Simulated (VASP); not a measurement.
A run of VASP 6.6.1:

The input INCAR:

```
ALGO = Normal
EDIFF = 1E-6
ENCUT = 520
GGA = PS
ISIF = 2
ISMEAR = -1
LASPH = True
LCHARG = True
LELF = True
LREAL = False
LVHAR = True
LWAVE = False
NBANDS = 34
NELM = 80
PREC = Accurate
SIGMA = 0.1
```

The input KPOINTS:

```
k-points
0
Gamma
  7 7 7
```

The input POSCAR:

```
Tc
1.0
    3.8329918020      0.0000000000      0.0000000000
    0.0000000000      3.8329918020      0.0000000000
    0.0000000000      0.0000000000      3.8329918020
Tc
4
Direct
    0.0000000000      0.0000000000      0.0000000000
    0.0000000000      0.5000000000      0.5000000000
    0.5000000000      0.0000000000      0.5000000000
    0.5000000000      0.5000000000      0.0000000000
```

Potentials or basis: VASP PAW PBE potentials, release 64 (Tc_pv).

The run is started by

```sh
$ cat potpaw_PBE.64/Tc_pv/POTCAR > POTCAR
$ mpirun -np 1 vasp_std > vasp.out
```

Hardware: 1 thread of Intel Xeon 8259CL, with other jobs on the host.

**Question.** Estimate the wall time of this run.

**Answer.** Wall time 46 s on 1 thread of Intel Xeon 8259CL (shared host), peak memory 0.18 GiB. Counts: scf iterations 12, k points 20.
